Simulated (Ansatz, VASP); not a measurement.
One calculation of HfTe5Mo, two programs

```
Hf Te Mo
1.0
     0.00000    5.08189    5.08189
     5.08189    0.00000    5.08189
     5.08189    5.08189    0.00000
Hf Te Mo
1 5 1
Direct
  0.00000 0.00000 0.00000
  0.39032 0.39032 0.39032
  0.39032 0.39032 0.82905
  0.39032 0.82905 0.39032
  0.82905 0.39032 0.39032
  0.75000 0.75000 0.75000
  0.25000 0.25000 0.25000
```

Alike in both runs: functional PBE; k mesh 3 × 3 × 3; occupations gaussian, width 0.2 eV; no spin polarisation.

Ansatz relaxed the structure, and its values are those at the end. VASP's run is a single point on that final structure, the one shown.

|  | VASP | Ansatz |
| --- | --- | --- |
| version | VASP 6.6.1 | Ansatz 0.2.0 |
| potentials or method | VASP PAW PBE potentials, release 64 (Hf_pv, Te, Mo_sv), cutoff 500 eV | scalar-relativistic, plane waves, PAW |
| valence electrons in the cell | 54 | 120 |

```csv
,VASP,Ansatz,Ansatz less VASP
gap on the k mesh at the Fermi level (eV),none,none,-
pressure (GPa),0.5,0.6,+0.07
rms of the force components (eV/Å),0.004,0.006,+0.0020
```

A gap of «none» marks a metal or a gap that the smearing closes. VASP's potentials hold 54 valence electrons a cell and Ansatz's 120, so a difference there can come from the potentials and not from the codes.

Spin-orbit coupling is off throughout.
